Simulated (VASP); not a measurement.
Here is a VASP 6.6.1 calculation.

File POSCAR:

```
Sr
1.0
    0.0000000000      2.9965272522      2.9965272522
    2.9965272522      0.0000000000      2.9965272522
    2.9965272522      2.9965272522      0.0000000000
Sr
1
Direct
    0.0000000000      0.0000000000      0.0000000000
```

The input INCAR.step1:

```
SYSTEM = Sr
  PREC = Accurate
  ENCUT = 520
  ISMEAR = -1
  SIGMA = 0.1
  LREAL = .FALSE.
  LASPH = .TRUE.
  NELM = 60
  NBANDS = 11
  GGA = PE
  ALGO = Normal
  EDIFF = 1E-4
  LWAVE = .TRUE.
  LCHARG = .FALSE.
```

Contents of INCAR.step2:

```
SYSTEM = Sr
  PREC = Accurate
  ENCUT = 520
  EDIFF = 1E-6
  ISMEAR = -1
  SIGMA = 0.1
  LREAL = .FALSE.
  LASPH = .TRUE.
  NELM = 60
  ALGO = Normal
  ISIF = 2
  LWAVE = .FALSE.
  LCHARG = .FALSE.
  METAGGA = R2SCAN
  LMIXTAU = .TRUE.
  NBANDS = 11
  ISTART = 1
```

KPOINTS

```
regular mesh
0
G
  10 10 10
  0 0 0
```

Potentials or basis: VASP PAW PBE potentials, release 64 (Sr_sv).

Command:

```bash
$ cat potpaw_PBE.64/Sr_sv/POTCAR > POTCAR
$ cp INCAR.step1 INCAR
$ mpirun -np 1 vasp_std > vasp.out
$ cp INCAR.step2 INCAR
$ mpirun -np 1 vasp_std > vasp.out
```

(1) Estimate the pressure.

(2) What does it give for the band gap on the k mesh?

Answers

(1) 0.7 GPa.

(2) zero (bands 5 and 6 overlap by 0.06 eV).

Caveat: the PAW data sets were made with another functional, which shifts forces and pressure a little.
